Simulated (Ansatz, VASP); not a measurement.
**Two plane-wave programs on SiSnO4**

```
Sn O Si
1.0
     4.46331    0.00000    0.00000
     0.00000    4.46331    0.00000
     0.00000    0.00000    5.91198
Sn O Si
2 8 2
Direct
  0.00000 0.50000 0.13430
  0.50000 0.00000 0.86570
  0.68162 0.81838 0.15385
  0.31838 0.18162 0.15385
  0.81838 0.31838 0.84615
  0.18162 0.68162 0.84615
  0.70349 0.79651 0.59852
  0.29651 0.20349 0.59852
  0.79651 0.29651 0.40148
  0.20349 0.70349 0.40148
  0.00000 0.50000 0.61349
  0.50000 0.00000 0.38651
```

Alike in both runs: task single point; functional PBE; k mesh 6 × 6 × 4; occupations fermi-dirac, width 0.02 eV; no spin polarisation.

|  | VASP | Ansatz |
| --- | --- | --- |
| version | VASP 6.6.1 | Ansatz 0.2.0 |
| potentials or method | VASP PAW PBE potentials, release 64 (Sn_d, O, Si) | plane waves, PAW |
| plane-wave cutoff (eV) | 520 | 420 |
| valence electrons in the cell | 84 | 84 |

VASP gave:

```
gap on the k mesh at the Fermi level (eV) : 2.19
pressure (GPa)                            : 9.1
rms of the force components (eV/Å)        : 0.079
```

Which values does Ansatz return?

gap on the k mesh at the Fermi level (eV): 2.20; pressure (GPa): 8.6; rms of the force components (eV/Å): 0.059.
